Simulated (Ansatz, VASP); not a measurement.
Two plane-wave programs on SiC

```xyz
4
Lattice="2.9756 0.0000 0.0000 -1.4878 2.5770 0.0000 0.0000 0.0000 5.2915" Properties=species:S:1:pos:R:3 pbc="T T T"
Si    0.0000    1.7180    0.0419
Si    1.4878    0.8590    2.6877
C     0.0000    1.7180    1.9953
C     1.4878    0.8590    4.6411
```

Alike in both runs: functional LDA; k mesh 12 × 12 × 6; occupations gaussian, width 0.05 eV; no spin polarisation.

Ansatz relaxed the structure, and its values are those at the end. VASP's run is a single point on that final structure, the one shown.

|  | VASP | Ansatz |
| --- | --- | --- |
| version | VASP 6.6.1 | Ansatz 0.2.0 |
| potentials or method | VASP PAW LDA potentials, release 64 (Si, C), cutoff 520 eV | scalar-relativistic, plane waves, PAW |
| valence electrons in the cell | 16 | 16 |

VASP gave:

```
gap on the k mesh at the Fermi level (eV) : 1.51
least direct gap on the mesh (eV)         : 4.18
pressure (GPa)                            : 1.4
```

Problem. Which values does Ansatz return?

Solution. gap on the k mesh at the Fermi level (eV): 1.54; least direct gap on the mesh (eV): 4.20; pressure (GPa): 1.0.

Ansatz warns that its potentials were made for another functional, while VASP's fit it. LDA's correlation is that of Perdew and Zunger in VASP and of Perdew and Wang (1992) in Ansatz. Ansatz's warnings: stress scf threshold loose.
